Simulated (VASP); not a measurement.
# BN (P6_3/mmc) in VASP: further runs

The runs below take BN through single point, with PBEsol.

All numbers are computed with VASP 6.6.1; they aren't measurements. Logs are shortened: lines on timing, memory, paths and dates and some standing lists are left out, and cuts for length are marked.

## 1. The cell of the first run

It takes space group P6_3/mmc (No. 194, hexagonal). The conventional cell has a = 2.543 Å, b = 2.543 Å, c = 7.145 Å, α = 90.00°, β = 90.00°, γ = 120.00°. B (site symmetry -6m2) has 3 N at 1.47 Å within 2.0 Å. Within 2.0 Å of N (site symmetry -6m2) lie 3 B at 1.47 Å.

## 2. Single point, PBEsol (volume 10.005 Å^3 an atom, c/a of the conventional cell 2.8094)

INCAR

```
PREC     = Accurate       # precision mode
ENCUT    = 520            # plane-wave cutoff, eV
EDIFF    = 1E-7           # SCF threshold, eV
ISMEAR   = 0              # smearing method
SIGMA    = 0.05           # smearing width, eV
LREAL    = F              # projectors in reciprocal space
LASPH    = T              # aspherical terms in the spheres
NELM     = 60             # most SCF steps
ALGO     = Normal         # electronic algorithm
ISIF     = 2              # what is computed and relaxed
LWAVE    = F              # write WAVECAR
LCHARG   = F              # write CHGCAR
GGA      = PS             # functional
NBANDS   = 16             # bands
```

KPOINTS

```
Automatic mesh
0
Gamma
  12 12 4
```

POSCAR

```
BN
1.0
    2.5431844936      0.0000000000      0.0000000000
   -1.2715922468      2.2024623779      0.0000000000
    0.0000000000      0.0000000000      7.1448105688
B N
2 2
Direct
    0.3333333333      0.6666666667      0.2500000000
    0.6666666667      0.3333333333      0.7500000000
    0.3333333333      0.6666666667      0.7500000000
    0.6666666667      0.3333333333      0.2500000000
```

Potentials or basis: VASP PAW PBE potentials, release 64 (B, N).

Launch:

```sh
cat potpaw_PBE.64/B/POTCAR potpaw_PBE.64/N/POTCAR > POTCAR
mpirun -np 1 vasp_std > vasp.out
```

OUTCAR:

```text
PREC = Accurate
   ENCUT = 520
   EDIFF = 1E-7
   ISMEAR = 0
   LREAL = F
   LASPH = T
   NELM = 60
   ISIF = 2
   GGA = PS

 ion  position               nearest neighbor table
   1  0.333  0.667  0.250-   4 1.47   4 1.47   4 1.47
   2  0.667  0.333  0.750-   3 1.47   3 1.47   3 1.47
   3  0.333  0.667  0.750-   2 1.47   2 1.47   2 1.47
   4  0.667  0.333  0.250-   1 1.47   1 1.47   1 1.47

  LATTYP: Found a hexagonal cell.
 ALAT       =     2.5431844936
 C/A-ratio  =     2.8093953021

  Lattice vectors:

 A1 = (   2.5431844936,   0.0000000000,   0.0000000000)
 A2 = (  -1.2715922468,   2.2024623779,   0.0000000000)
 A3 = (   0.0000000000,   0.0000000000,   7.1448105688)

Analysis of symmetry for initial positions (statically):
=====================================================================
 Subroutine PRICEL returns:
 Original cell was already a primitive cell.

 Routine SETGRP: Setting up the symmetry group for a
 hexagonal supercell.

 Subroutine GETGRP returns: Found 24 space group operations
 (whereof 12 operations were pure point group operations)
 out of a pool of 24 trial point group operations.

The static configuration has the point symmetry D_3d.
 The point group associated with its full space group is D_6h.

Analysis of symmetry for dynamics (positions and initial velocities):
=====================================================================
 Subroutine PRICEL returns:
 Original cell was already a primitive cell.

 Routine SETGRP: Setting up the symmetry group for a
 hexagonal supercell.

 Subroutine GETGRP returns: Found 24 space group operations
 (whereof 12 operations were pure point group operations)
 out of a pool of 24 trial point group operations.

The dynamic configuration has the point symmetry D_3d.
 The point group associated with its full space group is D_6h.

 Subroutine INISYM returns: Found 24 space group operations
 (whereof 12 operations are pure point group operations),
 and found     1 'primitive' translations

----------------------------------------------------------------------------------------

                                     Primitive cell

  volume of cell :      40.0200

  direct lattice vectors                    reciprocal lattice vectors
     2.543184494  0.000000000  0.000000000     0.393207808  0.227018634  0.000000000
    -1.271592247  2.202462378  0.000000000     0.000000000  0.454037268  0.000000000
     0.000000000  0.000000000  7.144810569     0.000000000  0.000000000  0.139961723

  length of vectors
     2.543184494  2.543184494  7.144810569     0.454037268  0.454037268  0.139961723

  position of ions in fractional coordinates (direct lattice)
     0.333333333  0.666666667  0.250000000
     0.666666667  0.333333333  0.750000000
     0.333333333  0.666666667  0.750000000
     0.666666667  0.333333333  0.250000000

  ion indices of the primitive-cell ions
   primitive index   ion index
                 1           1
                 2           2
                 3           3
                 4           4

----------------------------------------------------------------------------------------

 KPOINTS: Automatic mesh

Automatic generation of k-mesh.
 Grid dimensions read from file:
 generate k-points for:   12   12    4

 Generating k-lattice:

  Cartesian coordinates                     Fractional coordinates (reciprocal lattice)
     0.032767317  0.018918219  0.000000000     0.083333333  0.000000000  0.000000000
     0.000000000  0.037836439  0.000000000     0.000000000  0.083333333  0.000000000
     0.000000000  0.000000000  0.034990431     0.000000000  0.000000000  0.250000000

  Length of vectors
     0.037836439  0.037836439  0.034990431

  Shift w.r.t. Gamma in fractional coordinates (k-lattice)
     0.000000000  0.000000000  0.000000000

 Subroutine IBZKPT returns following result:
 ===========================================

 Found     57 irreducible k-points:

 Following reciprocal coordinates:
            Coordinates               Weight
  0.000000  0.000000  0.000000      1.000000
  0.083333 -0.000000  0.000000      6.000000
  0.166667  0.000000  0.000000      6.000000
  0.250000 -0.000000  0.000000      6.000000
  0.333333 -0.000000  0.000000      6.000000
  0.416667 -0.000000  0.000000      6.000000
[... 16 lines left out ...]
  0.250000 -0.000000  0.250000     12.000000
  0.333333 -0.000000  0.250000     12.000000
 [... further k-points ...]
   k-points           NKPTS =     57   k-points in BZ     NKDIM =     57   number of bands    NBANDS=     16
   number of dos      NEDOS =    301   number of ions     NIONS =      4
   total plane-waves  NPLWV =  21600
   dimension x,y,z NGX =    20 NGY =   20 NGZ =   54
   dimension x,y,z NGXF=    40 NGYF=   40 NGZF=  108
   ions per type =               2   2
   NGX,Y,Z   is equivalent  to a cutoff of  13.07, 13.07, 12.56 a.u.
   NGXF,Y,Z  is equivalent  to a cutoff of  26.15, 26.15, 25.13 a.u.
 SYSTEM =  unknown system
   PREC   = accura    normal or accurate (medium, high low for compatibility)
   ISTART =      0    job   : 0-new  1-cont  2-samecut
   ICHARG =      2    charge: 1-file 2-atom 10-const
   ISPIN  =      1    spin polarized calculation?
   LNONCOLLINEAR =      F non collinear calculations
   LSORBIT =      F    spin-orbit coupling
   LASPH  =      T    aspherical Exc in radial PAW
   ENCUT  =  520.0 eV  38.22 Ry    6.18 a.u.   4.73  4.73 13.28*2*pi/ulx,y,z
   NELM   =     60;   NELMIN=  2; NELMDL= -5     # of ELM steps
   EDIFF  = 0.1E-06   stopping-criterion for ELM
   LREAL  =      F    real-space projection
   EDIFFG = 0.1E-05   stopping-criterion for IOM
   NSW    =      0    number of steps for IOM
   IBRION =     -1    ionic relax: 0-MD 1-quasi-New 2-CG
   NFREE  =      0    steps in history (QN), initial steepest desc. (CG)
   ISIF   =      2    stress and relaxation
   ISYM   =      2    0-nonsym 1-usesym 2-fastsym
   POTIM  = 0.5000    time-step for ionic-motion
   TEBEG  =    0.0;   TEEND  =   0.0 temperature during run
   PSTRESS=    0.0 pullay stress
   NELECT =      16.0000    total number of electrons
   NUPDOWN=      -1.0000    fix difference up-down
   EMIN   =  10.00;   EMAX   =-10.00  energy-range for DOS
   EFERMI =   0.00;   METHOD = LEGACY
   ISMEAR =     0;   SIGMA  =   0.05  broadening in eV -4-tet -1-fermi 0-gaus
   EFERMI_NEDOS =   21; number of points for ismear=-14 and -15
   IALGO  =     38    algorithm
   IMIX   =      4    mixing-type and parameters
     AMIX     =   0.40;   BMIX     =  1.00
     AMIX_MAG =   1.60;   BMIX_MAG =  1.00
  volume/ion in A,a.u.               =      10.00        67.52
  Fermi-wavevector in a.u.,A,eV,Ry     =   1.206024  2.279054 19.789577  1.454493
  Thomas-Fermi vector in A             =   2.341703
   LORBIT       =      0    0 simple, 1 ext, 2 COOP (PROOUT), +10 PAW based schemes
   GGA     = PS    functional components
   LHFCALC =     F    Hartree Fock is set to
   AEXX    =    0.0000 exact exchange contribution
   IVDW    =     0    specifies the selected vdW correction
   LEPSILON=     F    determine dielectric tensor
   LRPA    =     F    only Hartree local field effects (RPA)
 non-spin polarized calculation
 Gauss-broadening in eV      SIGMA  =   0.05
  energy-cutoff  :      520.00
  volume of cell :       40.02
 maximum number of plane-waves:      1107
 NGX is ok and might be reduce to    20
   NGX =  9   NGY =  9   NGZ = 27

 number of electron      16.0000000 magnetization

 Free energy of the ion-electron system (eV)
  ---------------------------------------------------
  ext. energy  EPLUGINS =         0.00000000
  ---------------------------------------------------
  free energy    TOTEN  =       -36.51870656 eV

  energy without entropy =      -36.51870656  energy(sigma->0) =      -36.51870656

 E-fermi :   1.6594     XC(G=0):  -9.7174

 val. band max:        1.4414595005   @ k =   0.3333   0.3333   0.5000
 cond. band min:       5.6500752794   @ k =   0.5000  -0.0000   0.0000
 fundamental gap:      4.2086157789
 Fermi energy:         1.6593895158

 k-point     1 :       0.0000    0.0000    0.0000
  band No.  band energies     occupation
      1     -15.9870      2.00000
      2     -15.8144      2.00000
      3      -4.3318      2.00000
      4      -2.7991      2.00000
      5       0.0810      2.00000
      6       0.0810      2.00000
[... 8 lines left out ...]
     15      12.6559      0.00000
     16      13.8078      0.00000

 k-point     2 :       0.0833   -0.0000    0.0000
  band No.  band energies     occupation
      1     -15.8558      2.00000
      2     -15.6860      2.00000
      3      -4.1522      2.00000
      4      -2.6346      2.00000
      5      -0.4673      2.00000
      6      -0.4546      2.00000
[... 8 lines left out ...]
     15      13.2232      0.00000
     16      13.3589      0.00000

 k-point     3 :       0.1667    0.0000    0.0000
  band No.  band energies     occupation
      1     -15.4699      2.00000
      2     -15.3088      2.00000
      3      -3.6204      2.00000
      4      -2.1507      2.00000
      5      -1.8528      2.00000
      6      -1.8371      2.00000
[... 8 lines left out ...]
     15      14.6949      0.00000
     16      14.7636      0.00000

 k-point     4 :       0.2500   -0.0000    0.0000
  band No.  band energies     occupation
      1     -14.8559      2.00000
      2     -14.7100      2.00000
      3      -3.6035      2.00000
      4      -3.5752      2.00000
      5      -2.7618      2.00000
      6      -1.4798      2.00000
[... 8 lines left out ...]
     15      15.5451      0.00000
     16      16.8667      0.00000

 k-point     5 :       0.3333   -0.0000    0.0000
  band No.  band energies     occupation
      1     -14.0806      2.00000
      2     -13.9590      2.00000
      3      -5.3412      2.00000
      4      -5.2990      2.00000
      5      -2.0846      2.00000
      6      -2.0515      2.00000
[... 8 lines left out ...]
     15      16.3709      0.00000
     16      19.2734      0.00000

 k-point     6 :       0.4167   -0.0000    0.0000
  band No.  band energies     occupation
      1     -13.3144      2.00000
      2     -13.2323      2.00000
      3      -6.7223      2.00000
      4      -6.6755      2.00000
      5      -2.4814      2.00000
      6      -2.4467      2.00000
[... 8 lines left out ...]
     15      15.6757      0.00000
     16      18.8966      0.00000
[... 267 lines left out ...]
 k-point    21 :       0.0833   -0.0000    0.2500
  band No.  band energies     occupation
      1     -15.8319      2.00000
      2     -15.7118      2.00000
      3      -3.9637      2.00000
      4      -2.9017      2.00000
      5      -0.4643      2.00000
      6      -0.4546      2.00000
[... 8 lines left out ...]
     15      13.2128      0.00000
     16      13.3520      0.00000

 k-point    22 :       0.1667    0.0000    0.2500
  band No.  band energies     occupation
      1     -15.4471      2.00000
      2     -15.3331      2.00000
      3      -3.4390      2.00000
      4      -2.4175      2.00000
      5      -1.8455      2.00000
      6      -1.8276      2.00000
[... 8 lines left out ...]
     15      14.7046      0.00000
     16      14.7531      0.00000

 k-point    23 :       0.2500   -0.0000    0.2500
  band No.  band energies     occupation
      1     -14.8351      2.00000
      2     -14.7319      2.00000
      3      -3.6048      2.00000
      4      -3.5829      2.00000
      5      -2.5800      2.00000
      6      -1.6136      2.00000
[... 8 lines left out ...]
     15      16.7232      0.00000
     16      16.8767      0.00000

 k-point    24 :       0.3333   -0.0000    0.2500
  band No.  band energies     occupation
      1     -14.0633      2.00000
      2     -13.9772      2.00000
      3      -5.3365      2.00000
      4      -5.3065      2.00000
      5      -2.0798      2.00000
      6      -2.0564      2.00000
[... 8 lines left out ...]
     15      17.2660      0.00000
     16      19.1214      0.00000

 [... further k-points ...]
[... 5 lines left out ...]
  --------------------------------------------------------------------------------------
  -------------------------------------------------------------------------------------
  Total       -3.5151199     -3.5151199     -0.0732221      0.0000000      0.0000000      0.0000000
  in kB     -140.7257733   -140.7257733     -2.9314034      0.0000000      0.0000000      0.0000000
  external PRESSURE =     -94.7943167 kB  Pullay stress =       0.0000000 kB

 VOLUME and BASIS-vectors are now :
 -----------------------------------------------------------------------------
  energy-cutoff  :      520.00
  volume of cell :       40.02
      direct lattice vectors                 reciprocal lattice vectors
     2.543184494  0.000000000  0.000000000     0.393207808  0.227018634  0.000000000
    -1.271592247  2.202462378  0.000000000     0.000000000  0.454037268  0.000000000
     0.000000000  0.000000000  7.144810569     0.000000000  0.000000000  0.139961723

 POSITION                                       TOTAL-FORCE (eV/Angst)
 -----------------------------------------------------------------------------------
     -0.00000      1.46831      1.78620        -0.000000      0.000000      0.000000
      1.27159      0.73415      5.35861         0.000000     -0.000000      0.000000
     -0.00000      1.46831      5.35861         0.000000     -0.000000      0.000000
      1.27159      0.73415      1.78620        -0.000000      0.000000      0.000000
 -----------------------------------------------------------------------------------
    total drift:                               -0.000000      0.000000     -0.000000

  FREE ENERGIE OF THE ION-ELECTRON SYSTEM (eV)
  ---------------------------------------------------
  free  energy   TOTEN  =       -36.5187065641 eV

  energy  without entropy=      -36.5187065641  energy(sigma->0) =      -36.51870656
```

It took 17 s on 1 thread of AMD EPYC 9R45 (Zen 5), shared host; peak memory 0.13 GiB.

Results:

* Free energy: -36.5187 eV
* Pressure: -9.5 GPa
* Band gap on the k mesh: 4.21 eV, indirect (least direct gap 4.48 eV)

Caveat: the PAW data sets were made with another functional, which shifts forces and pressure a little; this functional lacks dispersion, which binds the layers, so the pressure and a relaxed spacing across them are unreliable. A k mesh can miss the band edges.

[end of part 1 of 2]
